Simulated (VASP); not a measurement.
Mo2C3:

```
Mo C
1.0
     5.32870    0.00000    0.00000
     0.00000    5.32870    0.00000
     0.00000    0.00000    5.32870
Mo C
2 3
Direct
  0.50000 0.50000 0.50000
  0.00000 0.00000 0.00000
  0.50000 0.00000 0.00000
  0.00000 0.50000 0.00000
  0.00000 0.00000 0.50000
```

The cell was generated, and may not be a known phase.

```yaml
Program: VASP 6.6.1
Task: relaxation of cell and atoms
Functional: PBE
Potentials_or_basis: VASP PAW PBE potentials, release 64 (Mo_sv, C)
Cutoff: 600 eV
k_mesh: 4 × 4 × 4
Occupations: gaussian, width 0.1 eV
Spin: no spin polarisation
```

At the start: pressure -23.9 GPa; volume 30.26 Å³/atom.

How do energy, volume and symmetry change on relaxing?

Over 6 steps the energy falls by 3082.4 meV/atom and the volume is 12.38 Å³/atom (-59.1 %); space group Pm-3m (No. 221, to 0.1 Å) before and after.

The path:
```tsv
step	energy change (eV)	largest force (eV/Å)	pressure (GPa)	volume (Å³)
1	0.0000	0.0000	-23.86	151.31
2	-14.5932	0.0000	-21.66	72.52
3	-15.4083	0.0000	-1.84	62.51
4	-15.4076	0.0000	1.98	61.23
5	-15.4066	0.0000	-2.22	62.64
6	-15.4118	0.0000	-0.05	61.90
```

Final structure:
```xyz
5
Lattice="3.9558 0.0000 0.0000 0.0000 3.9558 0.0000 0.0000 0.0000 3.9558" Properties=species:S:1:pos:R:3 pbc="T T T"
Mo    1.9779    1.9779    1.9779
Mo    0.0000    0.0000    0.0000
C     1.9779    0.0000    3.9558
C     0.0000    1.9779    0.0000
C     0.0000    0.0000    1.9779
```

Caveat: the volume moved by over 15 % at a fixed basis, so the end points are rough.
